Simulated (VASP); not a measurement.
TaAs: single point with PBE

TaAs:

```
CELL_PARAMETERS angstrom
-1.72185 1.72185 5.81436
1.72185 -1.72185 5.81436
1.72185 1.72185 -5.81436
ATOMIC_POSITIONS crystal
Ta 0.50031 0.00031 0.50000
Ta 0.75031 0.75031 0.00000
As 0.08229 0.58229 0.50000
As 0.33229 0.33229 0.00000
```

| Item | Value |
| --- | --- |
| Program | VASP 6.6.1 |
| Task | single point |
| Functional | PBE |
| Potentials or basis | VASP PAW PBE potentials, release 64 (Ta_pv, As) |
| Cutoff | 520 eV |
| k mesh | 16 × 16 × 16 |
| Occupations | gaussian, width 0.05 eV |
| Spin | no spin polarisation |

```json
{
  "Pressure": "4.2 GPa",
  "Band gap on the k mesh": "zero (bands 16 and 17 overlap by 0.05 eV)"
}
```

Stress tensor (GPa, compression positive):
```
4.19 0.00 0.00
0.00 4.19 0.00
0.00 0.00 4.07
```

Levels at points of the mesh, in eV from the Fermi level:
```
           k point  band 12  band 13  band 14  band 15  band 16  band 17  band 18  band 19  band 20  band 21
(0.00, 0.00, 0.00)    -2.51    -2.37    -1.93    -1.66    -1.66     0.88     1.57     2.39     3.10     3.10
(0.50, 0.00, 0.00)    -3.49    -2.49    -2.31    -1.57    -0.23     0.11     1.39     2.29     2.46     3.06
(0.50, 0.50, 0.00)    -5.12    -3.19    -3.19    -1.15    -1.15     2.80     2.80     3.10     3.10     3.88
(0.50, 0.50, 0.50)    -2.92    -2.84    -2.84    -0.96    -0.96     1.21     1.21     2.34     2.34     3.17
```

It took 32 min on 1 thread of Oxide Virtual Turin-like Processor, with other jobs on the host, peak memory 0.69 GiB.

Caveat: the cell stands under pressure; spin-orbit coupling is left out, which moves the levels of the heavy elements.
